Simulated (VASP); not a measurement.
# Ir (P6_3/mmc) in VASP: further runs

Ir is run at these levels: PBE; tasks: single point.

All numbers are computed with VASP 6.6.1; they aren't measurements. Logs are shortened: lines on timing, memory, paths and dates and some standing lists are left out, and cuts for length are marked.

### Step 1. The cell of the first run

It takes space group P6_3/mmc (No. 194, hexagonal). The conventional cell has a = 2.751 Å, b = 2.751 Å, c = 4.418 Å, α = 90.00°, β = 90.00°, γ = 120.00°. Within 3.6 Å of Ir (site symmetry -6m2) lie 12 Ir at 2.72 to 2.75 Å.

### Step 2. Single point, PBE

INCAR

```
SYSTEM = Ir
ALGO     = Normal         ! electronic algorithm
EDIFF    = 1E-7           ! SCF threshold, eV
ENCUT    = 520            ! plane-wave cutoff, eV
GGA      = PE             ! functional
ISIF     = 2              ! what is computed and relaxed
ISMEAR   = -1             ! smearing method
LASPH    = .True.         ! aspherical terms in the spheres
LCHARG   = .True.         ! write CHGCAR
LELF     = .True.         ! ELF
LREAL    = .False.        ! projectors in reciprocal space
LVHAR    = .True.       
LWAVE    = .False.        ! write WAVECAR
NBANDS   = 16             ! bands
NELM     = 60             ! most SCF steps
PREC     = Accurate       ! precision mode
SIGMA    = 0.05           ! smearing width, eV
```

KPOINTS

```
k-points
0
Gamma
  9 9 5
  0 0 0
```

POSCAR

```
Ir
1.0
    2.7513778946      0.0000000000      0.0000000000
   -1.3756889473      2.3827631521      0.0000000000
    0.0000000000      0.0000000000      4.4176671000
Ir
2
Direct
    0.3333333333      0.6666666667      0.2500000000
    0.6666666667      0.3333333333      0.7500000000
```

Potentials or basis: VASP PAW PBE potentials, release 64 (Ir).

Run with:

```bash
> cat potpaw_PBE.64/Ir/POTCAR > POTCAR
> mpirun -np 1 vasp_std > vasp.out
```

OUTCAR:

```text
SYSTEM = Ir
   EDIFF = 1E-7
   ENCUT = 520
   GGA = PE
   ISIF = 2
   ISMEAR = -1
   LASPH = .True.
   LREAL = .False.
   NELM = 60
   PREC = Accurate

 ion  position               nearest neighbor table
   1  0.333  0.667  0.250-   2 2.72   2 2.72   2 2.72   2 2.72   2 2.72   2 2.72
   2  0.667  0.333  0.750-   1 2.72   1 2.72   1 2.72   1 2.72   1 2.72   1 2.72

  LATTYP: Found a hexagonal cell.
 ALAT       =     2.7513778946
 C/A-ratio  =     1.6056199000

  Lattice vectors:

 A1 = (   2.7513778946,   0.0000000000,   0.0000000000)
 A2 = (  -1.3756889473,   2.3827631521,   0.0000000000)
 A3 = (   0.0000000000,   0.0000000000,   4.4176671000)

Analysis of symmetry for initial positions (statically):
=====================================================================
 Subroutine PRICEL returns:
 Original cell was already a primitive cell.

 Routine SETGRP: Setting up the symmetry group for a
 hexagonal supercell.

 Subroutine GETGRP returns: Found 24 space group operations
 (whereof 12 operations were pure point group operations)
 out of a pool of 24 trial point group operations.

The static configuration has the point symmetry D_3d.
 The point group associated with its full space group is D_6h.

Analysis of symmetry for dynamics (positions and initial velocities):
=====================================================================
 Subroutine PRICEL returns:
 Original cell was already a primitive cell.

 Routine SETGRP: Setting up the symmetry group for a
 hexagonal supercell.

 Subroutine GETGRP returns: Found 24 space group operations
 (whereof 12 operations were pure point group operations)
 out of a pool of 24 trial point group operations.

The dynamic configuration has the point symmetry D_3d.
 The point group associated with its full space group is D_6h.

 Subroutine INISYM returns: Found 24 space group operations
 (whereof 12 operations are pure point group operations),
 and found     1 'primitive' translations

----------------------------------------------------------------------------------------

                                     Primitive cell

  volume of cell :      28.9617

  direct lattice vectors                    reciprocal lattice vectors
     2.751377895  0.000000000  0.000000000     0.363454254  0.209840411  0.000000000
    -1.375688947  2.382763152  0.000000000     0.000000000  0.419680823  0.000000000
     0.000000000  0.000000000  4.417667100     0.000000000  0.000000000  0.226363820

  length of vectors
     2.751377895  2.751377895  4.417667100     0.419680823  0.419680823  0.226363820

  position of ions in fractional coordinates (direct lattice)
     0.333333333  0.666666667  0.250000000
     0.666666667  0.333333333  0.750000000

  ion indices of the primitive-cell ions
   primitive index   ion index
                 1           1
                 2           2

----------------------------------------------------------------------------------------

 KPOINTS: k-points

Automatic generation of k-mesh.
 Grid dimensions read from file:
 generate k-points for:    9    9    5

 Generating k-lattice:

  Cartesian coordinates                     Fractional coordinates (reciprocal lattice)
     0.040383806  0.023315601  0.000000000     0.111111111  0.000000000  0.000000000
     0.000000000  0.046631203  0.000000000     0.000000000  0.111111111  0.000000000
     0.000000000  0.000000000  0.045272764     0.000000000  0.000000000  0.200000000

  Length of vectors
     0.046631203  0.046631203  0.045272764

  Shift w.r.t. Gamma in fractional coordinates (k-lattice)
     0.000000000  0.000000000  0.000000000

 Subroutine IBZKPT returns following result:
 ===========================================

 Found     36 irreducible k-points:

 Following reciprocal coordinates:
            Coordinates               Weight
  0.000000  0.000000  0.000000      1.000000
  0.111111  0.000000  0.000000      6.000000
  0.222222  0.000000  0.000000      6.000000
  0.333333  0.000000  0.000000      6.000000
  0.444444  0.000000  0.000000      6.000000
  0.111111  0.111111  0.000000      6.000000
[... 16 lines left out ...]
  0.333333  0.222222  0.200000     24.000000
  0.333333  0.333333  0.200000      4.000000
 [... further k-points ...]
   k-points           NKPTS =     36   k-points in BZ     NKDIM =     36   number of bands    NBANDS=     16
   number of dos      NEDOS =    301   number of ions     NIONS =      2
   total plane-waves  NPLWV =  14400
   dimension x,y,z NGX =    20 NGY =   20 NGZ =   36
   dimension x,y,z NGXF=    40 NGYF=   40 NGZF=   72
   ions per type =               2
   NGX,Y,Z   is equivalent  to a cutoff of  12.08, 12.08, 13.55 a.u.
   NGXF,Y,Z  is equivalent  to a cutoff of  24.17, 24.17, 27.10 a.u.
 SYSTEM =  Ir
   PREC   = accura    normal or accurate (medium, high low for compatibility)
   ISTART =      0    job   : 0-new  1-cont  2-samecut
   ICHARG =      2    charge: 1-file 2-atom 10-const
   ISPIN  =      1    spin polarized calculation?
   LNONCOLLINEAR =      F non collinear calculations
   LSORBIT =      F    spin-orbit coupling
   LASPH  =      T    aspherical Exc in radial PAW
   ENCUT  =  520.0 eV  38.22 Ry    6.18 a.u.   5.12  5.12  8.21*2*pi/ulx,y,z
   NELM   =     60;   NELMIN=  2; NELMDL= -5     # of ELM steps
   EDIFF  = 0.1E-06   stopping-criterion for ELM
   LREAL  =      F    real-space projection
   EDIFFG = 0.1E-05   stopping-criterion for IOM
   NSW    =      0    number of steps for IOM
   IBRION =     -1    ionic relax: 0-MD 1-quasi-New 2-CG
   NFREE  =      0    steps in history (QN), initial steepest desc. (CG)
   ISIF   =      2    stress and relaxation
   ISYM   =      2    0-nonsym 1-usesym 2-fastsym
   POTIM  = 0.5000    time-step for ionic-motion
   TEBEG  =    0.0;   TEEND  =   0.0 temperature during run
   PSTRESS=    0.0 pullay stress
   NELECT =      18.0000    total number of electrons
   NUPDOWN=      -1.0000    fix difference up-down
   EMIN   =  10.00;   EMAX   =-10.00  energy-range for DOS
   EFERMI =   0.00;   METHOD = LEGACY
   ISMEAR =    -1;   SIGMA  =   0.05  broadening in eV -4-tet -1-fermi 0-gaus
   EFERMI_NEDOS =   21; number of points for ismear=-14 and -15
   IALGO  =     38    algorithm
   IMIX   =      4    mixing-type and parameters
     AMIX     =   0.40;   BMIX     =  1.00
     AMIX_MAG =   1.60;   BMIX_MAG =  1.00
  volume/ion in A,a.u.               =      14.48        97.72
  Fermi-wavevector in a.u.,A,eV,Ry     =   1.397090  2.640117 26.556663  1.951860
  Thomas-Fermi vector in A             =   2.520380
   LORBIT       =      0    0 simple, 1 ext, 2 COOP (PROOUT), +10 PAW based schemes
   GGA     = PE    functional components
   LHFCALC =     F    Hartree Fock is set to
   AEXX    =    0.0000 exact exchange contribution
   IVDW    =     0    specifies the selected vdW correction
   LEPSILON=     F    determine dielectric tensor
   LRPA    =     F    only Hartree local field effects (RPA)
 non-spin polarized calculation
  energy-cutoff  :      520.00
  volume of cell :       28.96
 maximum number of plane-waves:       788
   NGX = 11   NGY = 11   NGZ = 17

 number of electron      18.0000000 magnetization

 Free energy of the ion-electron system (eV)
  ---------------------------------------------------
  ext. energy  EPLUGINS =         0.00000000
  ---------------------------------------------------
  free energy    TOTEN  =       -17.54939005 eV

  energy without entropy =      -17.52932379  energy(sigma->0) =      -17.53935692

 E-fermi :  10.0802     XC(G=0): -13.8503

 val. band max:       10.0400592319   @ k =   0.4444   0.1111   0.2000
 cond. band min:      10.1119289847   @ k =   0.3333   0.3333   0.0000
 fundamental gap:      0.0718697528
 Fermi energy:        10.0802180689

 k-point     1 :       0.0000    0.0000    0.0000
  band No.  band energies     occupation
      1      -0.8639      2.00000
      2       2.1945      2.00000
      3       6.3875      2.00000
      4       6.4036      2.00000
      5       6.4036      2.00000
      6       7.0619      2.00000
[... 8 lines left out ...]
     15      26.6872      0.00000
     16      27.6129      0.00000

 k-point     2 :       0.1111    0.0000    0.0000
  band No.  band energies     occupation
      1      -0.4032      2.00000
      2       2.5888      2.00000
      3       5.7735      2.00000
      4       6.7790      2.00000
      5       6.7902      2.00000
      6       7.0054      2.00000
[... 8 lines left out ...]
     15      27.2348      0.00000
     16      28.0921      0.00000

 k-point     3 :       0.2222    0.0000    0.0000
  band No.  band energies     occupation
      1       0.8183      2.00000
      2       3.3314      2.00000
      3       5.2950      2.00000
      4       5.4575      2.00000
      5       6.3661      2.00000
      6       6.8875      2.00000
[... 8 lines left out ...]
     15      26.5586      0.00000
     16      26.6133      0.00000

 k-point     4 :       0.3333    0.0000    0.0000
  band No.  band energies     occupation
      1       2.1742      2.00000
      2       3.2303      2.00000
      3       4.1819      2.00000
      4       5.7032      2.00000
      5       6.3700      2.00000
      6       6.6375      2.00000
[... 8 lines left out ...]
     15      23.7063      0.00000
     16      24.8665      0.00000
[... 324 lines left out ...]
 k-point    22 :       0.2222    0.2222    0.2000
  band No.  band energies     occupation
      1       3.1682      2.00000
      2       3.7471      2.00000
      3       4.5364      2.00000
      4       4.7662      2.00000
      5       6.1279      2.00000
      6       6.5098      2.00000
[... 8 lines left out ...]
     15      22.2632      0.00000
     16      25.2651      0.00000

 k-point    23 :       0.3333    0.2222    0.2000
  band No.  band energies     occupation
      1       3.2934      2.00000
      2       4.0968      2.00000
      3       4.3285      2.00000
      4       4.8680      2.00000
      5       5.8900      2.00000
      6       6.6566      2.00000
[... 8 lines left out ...]
     15      21.5590      0.00000
     16      24.2191      0.00000

 k-point    24 :       0.3333    0.3333    0.2000
  band No.  band energies     occupation
      1       3.7451      2.00000
      2       4.2310      2.00000
      3       4.2310      2.00000
      4       5.1605      2.00000
      5       6.0379      2.00000
      6       6.0379      2.00000
[... 8 lines left out ...]
     15      21.1656      0.00000
     16      21.9568      0.00000

 [... further k-points ...]

------------------------ aborting loop because EDIFF is reached ----------------------------------------

  FORCE on cell =-STRESS in cart. coord.  units (eV):
  Direction    XX          YY          ZZ          XY          YZ          ZX
  --------------------------------------------------------------------------------------
  -------------------------------------------------------------------------------------
  Total        0.1714996      0.1714996      1.0577768      0.0000000      0.0000000      0.0000000
  in kB        9.4874520      9.4874520     58.5167908      0.0000000      0.0000000      0.0000000
  external PRESSURE =      25.8305649 kB  Pullay stress =       0.0000000 kB

 VOLUME and BASIS-vectors are now :
 -----------------------------------------------------------------------------
  energy-cutoff  :      520.00
  volume of cell :       28.96
      direct lattice vectors                 reciprocal lattice vectors
     2.751377895  0.000000000  0.000000000     0.363454254  0.209840411  0.000000000
    -1.375688947  2.382763152  0.000000000     0.000000000  0.419680823  0.000000000
     0.000000000  0.000000000  4.417667100     0.000000000  0.000000000  0.226363820

 POSITION                                       TOTAL-FORCE (eV/Angst)
 -----------------------------------------------------------------------------------
     -0.00000      1.58851      1.10442         0.000000     -0.000000      0.000000
      1.37569      0.79425      3.31325        -0.000000      0.000000      0.000000
 -----------------------------------------------------------------------------------
    total drift:                                0.000000     -0.000000     -0.000000

  FREE ENERGIE OF THE ION-ELECTRON SYSTEM (eV)
  ---------------------------------------------------
  free  energy   TOTEN  =       -17.5493900545 eV

  energy  without entropy=      -17.5293237938  energy(sigma->0) =      -17.53935692
```

It took 7.1 s on 1 thread of Intel Xeon 6975P-C (Granite Rapids), shared host; peak memory 0.14 GiB.

Results:

```
Free energy            : -17.5494 eV
Pressure               : 2.6 GPa
Band gap on the k mesh : zero (band 9 reaches 10.97 eV, above the bottom of band 10 at 8.06 eV)
```

Levels at points of the mesh, in eV from the Fermi level:
| k point | band 6 | band 7 | band 8 | band 9 | band 10 | band 11 | band 12 | band 13 |
| --- | --- | --- | --- | --- | --- | --- | --- | --- |
| (0.00, 0.00, 0.00) | -3.02 | -3.02 | -2.36 | -2.36 | -0.63 | 0.29 | 0.29 | 7.04 |

Caveat: spin-orbit coupling is left out, which moves the levels of the heavy elements.

### Step 3. Single point, PBE

This run uses another cell than the first one, of 14.63 Å³/atom, 1.010 times its volume.

INCAR

```
SYSTEM = Ir
PREC = Accurate ; ENCUT = 520
EDIFF = 1E-6 ; ISMEAR = -1
SIGMA = 0.05 ; LREAL = .False.
LASPH = .True. ; NELM = 80
ALGO = Normal ; ISIF = 2
LWAVE = .False. ; LCHARG = .False.
GGA = PE ; NBANDS = 16
```

KPOINTS

```
Automatic mesh
0
Gamma
  9 9 5
  0 0 0
```

POSCAR, as its differences from that of step 2:

```diff
@@ -4,3 +4,3 @@
    -1.3756889473      2.3827631521      0.0000000000
-    0.0000000000      0.0000000000      4.4176671000
+    0.0000000000      0.0000000000      4.4622900000
 Ir
```

Potentials or basis: VASP PAW PBE potentials, release 64 (Ir).

Run with:

```bash
> cat potpaw_PBE.64/Ir/POTCAR > POTCAR
> mpirun -np 1 vasp_std > vasp.out
```

It took 6.6 s on 1 thread of Intel Xeon 6975P-C (Granite Rapids), shared host; peak memory 0.14 GiB.

Results (log left out):

```yaml
Free_energy: -17.5538 eV
Pressure: -1.1 GPa
Band_gap_on_the_k_mesh: zero (band 9 reaches 10.82 eV, above the bottom of band 10 at 7.89 eV)
```

Stress tensor (GPa, compression positive):
```
-1.03  0.00  0.00
 0.00 -1.03  0.00
 0.00  0.00 -1.11
```

Levels at points of the mesh, in eV from the Fermi level:
| k point | band 5 | band 6 | band 7 | band 8 | band 9 | band 10 | band 11 | band 12 | band 13 | band 14 |
| --- | --- | --- | --- | --- | --- | --- | --- | --- | --- | --- |
| (0.00, 0.00, 0.00) | -3.59 | -2.96 | -2.96 | -2.22 | -2.22 | -0.68 | 0.31 | 0.31 | 6.83 | 14.37 |

Caveat: spin-orbit coupling is left out, which moves the levels of the heavy elements.
